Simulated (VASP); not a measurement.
Here is a VASP 6.6.1 calculation.

The input INCAR:

```
SYSTEM = Sn2TeS
ALGO = Normal ; EDIFF = 1E-6
ENCUT = 500 ; GGA = PE
GGA_COMPAT = .FALSE. ; ISIF = 2
ISMEAR = 0 ; LASPH = .TRUE.
LCHARG = .FALSE. ; LREAL = .FALSE.
LWAVE = .FALSE. ; NBANDS = 50
NELM = 120 ; PREC = Accurate
SIGMA = 0.01
```

File KPOINTS:

```
k-points
0
G
  12 12 4
  0 0 0
```

POSCAR

```
Sn2TeS
1.0
    4.2889556288      0.0000000000      0.0000000000
   -2.1444778144      3.7143445303      0.0000000000
    0.0000000000      0.0000000000     15.8053805675
Sn Te S
4 2 2
Direct
    0.3333333333      0.6666666667      0.6180106986
    0.6666666667      0.3333333333      0.1180106986
    0.6666666667      0.3333333333      0.3509301766
    0.3333333333      0.6666666667      0.8509301766
    0.0000000000      0.0000000000      0.0093473659
    0.0000000000      0.0000000000      0.5093473659
    0.3333333333      0.6666666667      0.2717151548
    0.6666666667      0.3333333333      0.7717151548
```

Potentials or basis: VASP PAW PBE potentials, release 64 (Sn_d, Te, S).

Launch:

```bash
$ cat potpaw_PBE.64/Sn_d/POTCAR potpaw_PBE.64/Te/POTCAR potpaw_PBE.64/S/POTCAR > POTCAR
$ mpirun -np 1 vasp_std > vasp.out
```

Question: What does it give for the band gap on the k mesh?

Answer: 0.18 eV (least direct gap 0.93 eV).

Question: What does it give for the pressure?

Answer: -0.7 GPa.

Question: Estimate the largest force.

Answer: 0.022 eV/Å.

Forces in eV/Å, atoms in the order of the input:
```
Sn   0.000  0.000  0.016
Sn   0.000  0.000  0.016
Sn   0.000  0.000  0.003
Sn   0.000  0.000  0.003
Te   0.000  0.000 -0.022
Te   0.000  0.000 -0.022
S    0.000  0.000  0.003
S    0.000  0.000  0.003
```

Caveat: semilocal functionals underestimate gaps, and a narrow one can read as zero; spin-orbit coupling is left out, which moves the levels of the heavy elements. A k mesh can miss the band edges.
